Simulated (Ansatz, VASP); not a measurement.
**Ta2B2O in VASP and in Ansatz**

```
Ta B O
1.0
    -2.03735    2.03735    4.59061
     2.03735   -2.03735    4.59061
     2.03735    2.03735   -4.59061
Ta B O
2 2 1
Direct
  0.50000 0.00000 0.50000
  0.00000 0.50000 0.50000
  0.75000 0.25000 0.50000
  0.25000 0.75000 0.50000
  0.50000 0.50000 0.00000
```

Alike in both runs: functional PBE; k mesh 6 × 6 × 6; occupations gaussian, width 0.1 eV; no spin polarisation.

Ansatz relaxed the structure, and its values are those at the end. VASP's run is a single point on that final structure, the one shown.

```csv
,VASP,Ansatz
version,VASP 6.6.1,Ansatz 0.2.0
potentials or method,"VASP PAW PBE potentials, release 64 (Ta_pv, B, O), cutoff 520 eV","scalar-relativistic, plane waves, PAW"
valence electrons in the cell,34,38
```

|  | VASP | Ansatz | Ansatz less VASP |
| --- | --- | --- | --- |
| gap on the k mesh at the Fermi level (eV) | none | none | - |
| pressure (GPa) | 0.3 | 0.1 | -0.22 |

A gap of «none» marks a metal or a gap that the smearing closes. With one functional, cell and mesh, what is left measures potentials, basis and numerics. VASP's potentials hold 34 valence electrons a cell and Ansatz's 38, so a difference there can come from the potentials and not from the codes.

The k mesh is coarse, so the values compare programs but aren't converged. Spin-orbit coupling is off throughout.
